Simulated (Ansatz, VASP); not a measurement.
**One calculation of F, two programs**

```
CELL_PARAMETERS angstrom
2.92314 -1.78493 0.30849
2.92314 1.78493 0.30849
-0.83806 0.00000 6.72275
ATOMIC_POSITIONS crystal
F 0.91386 0.58555 0.09393
F 0.41445 0.08614 0.40607
F 0.08614 0.41445 0.90607
F 0.58555 0.91386 0.59393
```

Change from the starting cell: volume 17.769 Å^3 an atom, stretch along a over the lengths across it, relative to the relaxed cell 1.0409.

Alike in both runs: task single point; functional PBE; dispersion D3(BJ); k mesh 8 × 8 × 4; occupations gaussian, width 0.05 eV; no spin polarisation.

```csv
,VASP,Ansatz
version,VASP 6.6.1,Ansatz 0.2.0
potentials or method,"VASP PAW PBE potentials, release 64 (F), cutoff 520 eV","scalar-relativistic, plane waves, PAW"
valence electrons in the cell,28,28
```

```tsv
	VASP	Ansatz	Ansatz less VASP
gap on the k mesh at the Fermi level (eV)	3.03	3.10	+0.073
least direct gap on the mesh (eV)	3.03	3.10	+0.073
pressure (GPa)	0.6	0.3	-0.31
traceless stress, the component that is largest in VASP (GPa)	1.72	0.57	-1.146
rms of the force components (eV/Å)	0.320	0.100	-0.2197
```

Atom by atom the forces differ by 0.220 eV/Å (rms over components).
